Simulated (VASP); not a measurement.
# GaN: single point with PBE

GaN:

```
Ga N
1.0
     0.00000    2.25350    2.25350
     2.25350    0.00000    2.25350
     2.25350    2.25350    0.00000
Ga N
1 1
Cartesian
  0.0000 0.0000 0.0000
  1.1268 1.1268 1.1268
```

* Program: VASP 6.6.1
* Task: single point
* Functional: PBE
* Potentials or basis: VASP PAW PBE potentials, release 64 (Ga_d, N)
* Cutoff: 520 eV
* k mesh: 10 × 10 × 10
* Occupations: gaussian, width 0.017 eV
* Spin: no spin polarisation
* Dipole correction: no
* Further INCAR settings: ALGO = Normal; EDIFF = 1e-06; NBANDS = 16

* Pressure: 5.1 GPa
* Band gap on the k mesh: 1.72 eV, direct

Levels at points of the mesh, in eV from the valence-band top:
```tsv
k point	band 5	band 6	band 7	band 8	band 9	band 10	band 11	band 12	band 13	band 14
(0.00, 0.00, 0.00)	-13.12	-13.12	0.00	0.00	0.00	1.72	10.30	10.30	10.30	17.60
(0.50, 0.00, 0.00)	-13.07	-11.88	-7.04	-0.97	-0.97	4.64	8.73	10.37	10.37	15.63
(0.50, 0.50, 0.00)	-13.05	-11.45	-6.12	-2.70	-2.70	3.35	6.66	11.71	13.96	13.96
```

It took 7.4 s on 1 thread of AMD EPYC 9R45 96-Core Processor (Zen 5) (shared host), peak memory 0.11 GiB.
